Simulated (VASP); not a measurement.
# Be in VASP: single point with LDA

Aim: the single point of Be with LDA.

All numbers are computed with VASP 6.6.1; they aren't measurements. Logs are shortened: lines on timing, memory, paths and dates and some standing lists are left out, and cuts for length are marked.

### Step 1. The cell of the first run

The cell holds a slab with vacuum, 6 atoms: a = 2.226 Å, b = 3.517 Å, c = 18.499 Å, α = 90.00°, β = 90.00°, γ = 90.00°.

### Step 2. Single point, LDA

Contents of INCAR:

```
SYSTEM = Be
ALGO = Fast ; DIPOL = 0.5 0.5 0.497
EDIFF = 1E-7 ; ENCUT = 520
IDIPOL = 3 ; ISIF = 2
ISMEAR = 0 ; LASPH = .TRUE.
LCHARG = .FALSE. ; LDIPOL = .TRUE.
LREAL = .FALSE. ; LWAVE = .FALSE.
NBANDS = 15 ; NELM = 100
PREC = Accurate ; SIGMA = 0.1
```

Contents of KPOINTS:

```
k-points
0
G
  13 8 1
  0 0 0
```

Contents of POSCAR:

```
Be
1.0
    2.2262148888      0.0000000000      0.0000000000
    0.0000000000      3.5165759783      0.0000000000
    0.0000000000      0.0000000000     18.4985701785
Be
6
Direct
    0.0000000000      0.7500000000      0.3784076246
    0.5000000000      0.2500000000      0.4131483033
    0.5000000000      0.7500000000      0.4826296607
    0.0000000000      0.2500000000      0.5112676404
    0.0000000000      0.7500000000      0.5870667099
    0.5000000000      0.2500000000      0.6108512208
```

Potentials or basis: VASP PAW LDA potentials, release 64 (Be).

The run is started by

```bash
$ cat potpaw_LDA.64/Be/POTCAR > POTCAR
$ mpirun -np 1 vasp_std > vasp.out
```

OUTCAR:

```text
SYSTEM = Be
   EDIFF = 1E-7
   ENCUT = 520
   ISIF = 2
   ISMEAR = 0
   LASPH = .TRUE.
   LREAL = .FALSE.
   NELM = 100
   PREC = Accurate

 ion  position               nearest neighbor table
   1  0.000  0.750  0.378-   2 2.18   2 2.18   2 2.18   2 2.18   3 2.23   3 2.23
   2  0.500  0.250  0.413-   4 2.13   4 2.13   1 2.18   1 2.18   1 2.18   1 2.18   3 2.18   3 2.18

   3  0.500  0.750  0.483-   4 2.15   4 2.15   4 2.15   4 2.15   2 2.18   2 2.18   1 2.23   1 2.23
                             5 2.23   5 2.23
   4  0.000  0.250  0.511-   2 2.13   2 2.13   3 2.15   3 2.15   3 2.15   3 2.15   6 2.15   6 2.15
                             5 2.25   5 2.25
   5  0.000  0.750  0.587-   6 2.13   6 2.13   6 2.13   6 2.13   3 2.23   3 2.23   4 2.25   4 2.25

   6  0.500  0.250  0.611-   5 2.13   5 2.13   5 2.13   5 2.13   4 2.15   4 2.15

  LATTYP: Found a simple orthorhombic cell.
 ALAT       =     2.2262148888
 B/A-ratio  =     1.5796210851
 C/A-ratio  =     8.3094270331

  Lattice vectors:

 A1 = (   2.2262148888,   0.0000000000,   0.0000000000)
 A2 = (   0.0000000000,   3.5165759783,   0.0000000000)
 A3 = (   0.0000000000,   0.0000000000,  18.4985701785)

Analysis of symmetry for initial positions (statically):
=====================================================================
 Subroutine PRICEL returns:
 Original cell was already a primitive cell.

 Routine SETGRP: Setting up the symmetry group for a
 simple orthorhombic supercell.

 Subroutine GETGRP returns: Found  4 space group operations
 (whereof  2 operations were pure point group operations)
 out of a pool of  8 trial point group operations.

The static configuration has the point symmetry C_1h.
 The point group associated with its full space group is C_2v.

Analysis of symmetry for dynamics (positions and initial velocities):
=====================================================================
 Subroutine PRICEL returns:
 Original cell was already a primitive cell.

 Routine SETGRP: Setting up the symmetry group for a
 simple orthorhombic supercell.

 Subroutine GETGRP returns: Found  4 space group operations
 (whereof  2 operations were pure point group operations)
 out of a pool of  8 trial point group operations.

The dynamic configuration has the point symmetry C_1h.
 The point group associated with its full space group is C_2v.

 Subroutine INISYM returns: Found  4 space group operations
 (whereof  2 operations are pure point group operations),
 and found     1 'primitive' translations

----------------------------------------------------------------------------------------

                                     Primitive cell

  volume of cell :     144.8189

  direct lattice vectors                    reciprocal lattice vectors
     2.226214889  0.000000000  0.000000000     0.449192935  0.000000000  0.000000000
     0.000000000  3.516575978  0.000000000     0.000000000  0.284367523  0.000000000
     0.000000000  0.000000000 18.498570178     0.000000000  0.000000000  0.054058232

  length of vectors
     2.226214889  3.516575978 18.498570178     0.449192935  0.284367523  0.054058232

  position of ions in fractional coordinates (direct lattice)
     0.000000000  0.750000000  0.378407625
     0.500000000  0.250000000  0.413148303
     0.500000000  0.750000000  0.482629661
     0.000000000  0.250000000  0.511267640
     0.000000000  0.750000000  0.587066710
     0.500000000  0.250000000  0.610851221

  ion indices of the primitive-cell ions
   primitive index   ion index
                 1           1
                 2           2
                 3           3
                 4           4
                 5           5
                 6           6

----------------------------------------------------------------------------------------

 KPOINTS: k-points

Automatic generation of k-mesh.
 Grid dimensions read from file:
 generate k-points for:   13    8    1

 Generating k-lattice:

  Cartesian coordinates                     Fractional coordinates (reciprocal lattice)
     0.034553303  0.000000000  0.000000000     0.076923077  0.000000000  0.000000000
     0.000000000  0.035545940  0.000000000     0.000000000  0.125000000  0.000000000
     0.000000000  0.000000000  0.054058232     0.000000000  0.000000000  1.000000000

  Length of vectors
     0.034553303  0.035545940  0.054058232

  Shift w.r.t. Gamma in fractional coordinates (k-lattice)
     0.000000000  0.000000000  0.000000000

 Subroutine IBZKPT returns following result:
 ===========================================

 Found     35 irreducible k-points:

 Following reciprocal coordinates:
            Coordinates               Weight
  0.000000  0.000000  0.000000      1.000000
  0.076923  0.000000  0.000000      2.000000
  0.153846  0.000000  0.000000      2.000000
  0.230769  0.000000  0.000000      2.000000
  0.307692  0.000000  0.000000      2.000000
  0.384615  0.000000  0.000000      2.000000
[... 16 lines left out ...]
  0.076923  0.375000  0.000000      4.000000
  0.153846  0.375000  0.000000      4.000000
 [... further k-points ...]
   k-points           NKPTS =     35   k-points in BZ     NKDIM =     35   number of bands    NBANDS=     15
   number of dos      NEDOS =    301   number of ions     NIONS =      6
   total plane-waves  NPLWV =  70560
   dimension x,y,z NGX =    18 NGY =   28 NGZ =  140
   dimension x,y,z NGXF=    36 NGYF=   56 NGZF=  280
   ions per type =               6
   NGX,Y,Z   is equivalent  to a cutoff of  13.44, 13.24, 12.58 a.u.
   NGXF,Y,Z  is equivalent  to a cutoff of  26.88, 26.47, 25.16 a.u.
 SYSTEM =  Be
   PREC   = accura    normal or accurate (medium, high low for compatibility)
   ISTART =      0    job   : 0-new  1-cont  2-samecut
   ICHARG =      2    charge: 1-file 2-atom 10-const
   ISPIN  =      1    spin polarized calculation?
   LNONCOLLINEAR =      F non collinear calculations
   LSORBIT =      F    spin-orbit coupling
   LASPH  =      T    aspherical Exc in radial PAW
   ENCUT  =  520.0 eV  38.22 Ry    6.18 a.u.   4.14  6.54 34.40*2*pi/ulx,y,z
   NELM   =    100;   NELMIN=  2; NELMDL= -5     # of ELM steps
   EDIFF  = 0.1E-06   stopping-criterion for ELM
   LREAL  =      F    real-space projection
   EDIFFG = 0.1E-05   stopping-criterion for IOM
   NSW    =      0    number of steps for IOM
   IBRION =     -1    ionic relax: 0-MD 1-quasi-New 2-CG
   NFREE  =      0    steps in history (QN), initial steepest desc. (CG)
   ISIF   =      2    stress and relaxation
   ISYM   =      2    0-nonsym 1-usesym 2-fastsym
   POTIM  = 0.5000    time-step for ionic-motion
   TEBEG  =    0.0;   TEEND  =   0.0 temperature during run
   PSTRESS=    0.0 pullay stress
   NELECT =      12.0000    total number of electrons
   NUPDOWN=      -1.0000    fix difference up-down
   EMIN   =  10.00;   EMAX   =-10.00  energy-range for DOS
   EFERMI =   0.00;   METHOD = LEGACY
   ISMEAR =     0;   SIGMA  =   0.10  broadening in eV -4-tet -1-fermi 0-gaus
   EFERMI_NEDOS =   21; number of points for ismear=-14 and -15
   IALGO  =     68    algorithm
   IMIX   =      4    mixing-type and parameters
     AMIX     =   0.40;   BMIX     =  1.00
     AMIX_MAG =   1.60;   BMIX_MAG =  1.00
  volume/ion in A,a.u.               =      24.14       162.88
  Fermi-wavevector in a.u.,A,eV,Ry     =   0.713718  1.348732  6.930723  0.509394
  Thomas-Fermi vector in A             =   1.801430
   LORBIT       =      0    0 simple, 1 ext, 2 COOP (PROOUT), +10 PAW based schemes
   GGA     = CA    functional components
   LHFCALC =     F    Hartree Fock is set to
   AEXX    =    0.0000 exact exchange contribution
   IVDW    =     0    specifies the selected vdW correction
   LEPSILON=     F    determine dielectric tensor
   LRPA    =     F    only Hartree local field effects (RPA)
 non-spin polarized calculation
 RMM-DIIS sequential band-by-band and
 Gauss-broadening in eV      SIGMA  =   0.10
  energy-cutoff  :      520.00
  volume of cell :      144.82
 maximum number of plane-waves:      3956
 NGX is ok and might be reduce to    18
   NGX =  9   NGY = 13   NGZ = 69

 dipolmoment           0.000000      0.000000     -0.003976 electrons x Angstroem

 number of electron      12.0000000 magnetization

 dipolmoment           0.000000      0.000000      0.009250 electrons x Angstroem

 Free energy of the ion-electron system (eV)
  ---------------------------------------------------
  ext. energy  EPLUGINS =         0.00000000
  ---------------------------------------------------
  free energy    TOTEN  =       -23.18864596 eV

  energy without entropy =      -23.18348870  energy(sigma->0) =      -23.18606733

 E-fermi :  -1.0964     XC(G=0):  -4.4459

 val. band max:       -1.1691859093   @ k =   0.0000   0.5000   0.0000
 cond. band min:      -1.0718710104   @ k =   0.0769   0.5000   0.0000
 fundamental gap:      0.0973148989
 Fermi energy:        -1.0964077606

 k-point     1 :       0.0000    0.0000    0.0000
  band No.  band energies     occupation
      1     -11.5112      2.00000
      2      -9.3939      2.00000
      3      -5.9185      2.00000
      4      -4.6400      2.00000
      5      -3.9290      2.00000
      6      -2.1565      2.00000
      7      -0.2231      0.00000
      8       0.7623      0.00000
      9       1.0530      0.00000
     10       2.7675      0.00000
     11       3.0028      0.00000
     12       3.8075      0.00000
     13       4.8249      0.00000
     14       7.9877      0.00000
     15       8.2480      0.00000
[... 397 lines left out ...]
 k-point    24 :       0.1538    0.3750    0.0000
  band No.  band energies     occupation
      1      -9.7935      2.00000
      2      -7.7991      2.00000
      3      -7.5135      2.00000
      4      -5.6052      2.00000
      5      -4.1268      2.00000
      6      -2.6104      2.00000
      7      -1.2783      1.98992
      8       0.3536      0.00000
      9       3.8938      0.00000
     10       4.9432      0.00000
     11       5.5024      0.00000
     12       7.1612      0.00000
     13       7.7499      0.00000
     14       8.0895      0.00000
     15       8.5787      0.00000

 [... further k-points ...]

------------------------ aborting loop because EDIFF is reached ----------------------------------------

 vacuum level on the upper side and lower side of the slab       (xc-potential included)         0.090        -0.165

  FORCE on cell =-STRESS in cart. coord.  units (eV):
  Direction    XX          YY          ZZ          XY          YZ          ZX
  --------------------------------------------------------------------------------------
  -------------------------------------------------------------------------------------
  Total        0.2287819     -1.5302772     -0.1012018      0.0000000      0.0000000      0.0000000
  in kB        2.5310861    -16.9299404     -1.1196275      0.0000000      0.0000000      0.0000000
  external PRESSURE =      -5.1728273 kB  Pullay stress =       0.0000000 kB

 VOLUME and BASIS-vectors are now :
 -----------------------------------------------------------------------------
  energy-cutoff  :      520.00
  volume of cell :      144.82
      direct lattice vectors                 reciprocal lattice vectors
     2.226214889  0.000000000  0.000000000     0.449192935  0.000000000  0.000000000
     0.000000000  3.516575978  0.000000000     0.000000000  0.284367523  0.000000000
     0.000000000  0.000000000 18.498570178     0.000000000  0.000000000  0.054058232

 POSITION                                       TOTAL-FORCE (eV/Angst)
 -----------------------------------------------------------------------------------
      0.00000      2.63743      7.00000         0.000000      0.000000      0.547124
      1.11311      0.87914      7.64265         0.000000      0.000000     -0.730370
      1.11311      2.63743      8.92796         0.000000      0.000000      0.152515
      0.00000      0.87914      9.45772         0.000000      0.000000      0.025279
      0.00000      2.63743     10.85989         0.000000      0.000000      0.020680
      1.11311      0.87914     11.29987         0.000000      0.000000     -0.015229
 -----------------------------------------------------------------------------------
    total drift:                               -0.000000     -0.000000     -0.000032

  FREE ENERGIE OF THE ION-ELECTRON SYSTEM (eV)
  ---------------------------------------------------
  free  energy   TOTEN  =       -23.1886459592 eV

  energy  without entropy=      -23.1834886975  energy(sigma->0) =      -23.18606733

 vacuum level on the upper side and lower side of the slab         3.715         3.476
```

Wall time 59 s (1 thread of Intel Xeon 6975P-C (Granite Rapids), shared host); peak memory 0.22 GiB.

What came out:

| Quantity | Value |
| --- | --- |
| Free energy | -23.1886 eV |
| Largest force | 0.730 eV/Å |
| Band gap on the k mesh | zero (band 6 reaches -0.37 eV, above the bottom of band 7 at -1.72 eV) |

Forces in eV/Å, atoms in the order of the input:
```
Be   0.000  0.000  0.547
Be   0.000  0.000 -0.730
Be   0.000  0.000  0.153
Be   0.000  0.000  0.025
Be   0.000  0.000  0.021
Be   0.000  0.000 -0.015
```

Levels at points of the mesh, in eV from the Fermi level:
```tsv
k point	band 2	band 3	band 4	band 5	band 6	band 7	band 8	band 9	band 10	band 11
(0.00, 0.00, 0.00)	-8.30	-4.82	-3.54	-2.83	-1.06	0.87	1.86	2.15	3.86	4.10
(0.00, 0.50, 0.00)	-8.25	-6.16	-6.14	-2.87	-2.69	-0.12	-0.07	5.08	5.44	6.93
```
